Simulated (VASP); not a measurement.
Al27H2C2Cl6: single point with PBE+D3(BJ)

System: Al27H2C2Cl6, a slab with vacuum.

```
Al Cl C H
1.0
     8.44864    0.00000    0.00000
    -4.22432    7.31673    0.00000
     0.00000    0.00000   24.75446
Al Cl C H
27 6 2 2
Direct
  0.22222 0.11111 0.32317
  0.22222 0.44444 0.32317
  0.22222 0.77778 0.32317
  0.55556 0.11111 0.32317
  0.55556 0.44444 0.32317
  0.55556 0.77778 0.32317
  0.88889 0.11111 0.32317
  0.88889 0.44444 0.32317
  0.88889 0.77778 0.32317
  0.44494 0.22234 0.41861
  0.44485 0.55548 0.41866
  0.44487 0.88902 0.41860
  0.77795 0.22233 0.41905
  0.77779 0.55526 0.41912
  0.77807 0.88881 0.41915
  0.11084 0.22188 0.41962
  0.11084 0.55533 0.41950
  0.11080 0.88851 0.41952
  0.66663 0.33288 0.51461
  0.66695 0.66647 0.51462
  0.66697 0.00024 0.51476
  0.00106 0.33385 0.51595
  0.00091 0.66671 0.51586
  0.00113 0.00013 0.51570
  0.33449 0.33350 0.51468
  0.33511 0.66764 0.51461
  0.33485 0.00017 0.51472
  0.34170 0.09027 0.65172
  0.57415 0.19175 0.74831
  0.73009 0.37308 0.64488
  0.33192 0.57596 0.64779
  0.53842 0.67862 0.74951
  0.71477 0.87329 0.64941
  0.53135 0.27092 0.68649
  0.50663 0.75922 0.68627
  0.49559 0.37537 0.69599
  0.46129 0.85742 0.69426
```

| Item | Value |
| --- | --- |
| Program | VASP 6.6.1 |
| Task | single point |
| Functional | PBE |
| Dispersion | D3(BJ) |
| Potentials or basis | VASP PAW PBE potentials, release 64 (Al, Cl, C, H) |
| Cutoff | 520 eV |
| k mesh | 3 × 3 × 1 |
| Occupations | gaussian, width 0.1 eV |
| Spin | no spin polarisation |

```yaml
Largest_force: 0.116 eV/Å
Band_gap_on_the_k_mesh: zero (an odd number of electrons rules out a gap without spin polarisation)
Dispersion_energy_per_atom: -0.202 eV
```

Forces in eV/Å, atoms in the order of the input:
```
Al   0.002  0.011  0.017
Al   0.008 -0.004  0.015
Al   0.010  0.004  0.018
Al   0.009 -0.004 -0.034
Al  -0.005  0.006 -0.033
Al   0.008  0.003 -0.035
Al  -0.011  0.000  0.027
Al  -0.002 -0.012  0.020
Al  -0.017 -0.007  0.025
Al   0.002  0.002  0.000
Al  -0.001  0.001 -0.001
Al   0.000 -0.001  0.000
Al  -0.001  0.000  0.000
Al   0.000 -0.001  0.000
Al  -0.004 -0.001  0.001
Al  -0.001  0.003 -0.001
Al   0.000  0.000 -0.001
Al   0.004 -0.001 -0.002
Al  -0.001  0.001 -0.004
Al   0.000 -0.001 -0.004
Al   0.000  0.000 -0.003
Al   0.001 -0.002 -0.002
Al  -0.001  0.003 -0.001
Al   0.000  0.000 -0.003
Al   0.003  0.000 -0.005
Al  -0.002 -0.001 -0.004
Al   0.000  0.000 -0.007
Cl   0.047  0.074  0.053
Cl  -0.040  0.033 -0.091
Cl  -0.075 -0.047  0.069
Cl   0.041  0.077  0.059
Cl  -0.035  0.036 -0.090
Cl  -0.080 -0.056  0.063
C    0.078 -0.070 -0.026
C    0.082 -0.061 -0.027
H   -0.010  0.007  0.004
H   -0.008  0.006  0.003
```

Levels at points of the mesh, in eV from the Fermi level:
| k point | band 63 | band 64 | band 65 | band 66 | band 67 | band 68 |
| --- | --- | --- | --- | --- | --- | --- |
| (0.00, 0.00, 0.00) | -0.87 | -0.86 | -0.84 | -0.79 | -0.07 | -0.05 |

Wall time 33 min on 1 thread of Intel(R) Xeon(R) Platinum 8488C (Sapphire Rapids), on a shared host, peak memory 1.7 GiB.
